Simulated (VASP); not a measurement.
Here is a VASP 6.6.1 calculation.

The input INCAR:

```
SYSTEM = Te
  ALGO = Normal
  EDIFF = 1E-7
  ENCUT = 520
  GGA = PS
  ISIF = 2
  ISMEAR = 0
  LASPH = .True.
  LCHARG = .True.
  LELF = .True.
  LREAL = .False.
  LVHAR = .True.
  LWAVE = .False.
  NBANDS = 16
  NELM = 100
  PREC = Accurate
  SIGMA = 0.05
```

KPOINTS

```
k-points
0
Gamma
  8 8 5
  0 0 0
```

File POSCAR:

```
Te
1.0
    4.4540000000      0.0000000000      0.0000000000
   -2.2270000000      3.8572771485      0.0000000000
    0.0000000000      0.0000000000      5.9240000000
Te
3
Direct
    0.7263560000      0.7262820000     -0.0009900000
    0.0065170000      0.2784260000      0.6737860000
    0.2737860000      0.0109860000      0.3330490000
```

Potentials or basis: VASP PAW PBE potentials, release 64 (Te).

Launch:

```sh
$ cat potpaw_PBE.64/Te/POTCAR > POTCAR
$ mpirun -np 1 vasp_std > vasp.out
```

(1) What does it give for the pressure?

(2) Estimate the band gap on the k mesh.

## Answers

(1) -1.2 GPa.

(2) 0.49 eV (least direct gap 0.76 eV).

Caveat: semilocal functionals underestimate gaps, and a narrow one can read as zero; the PAW data sets were made with another functional, which shifts forces and pressure a little; spin-orbit coupling is left out, which moves the levels of the heavy elements.
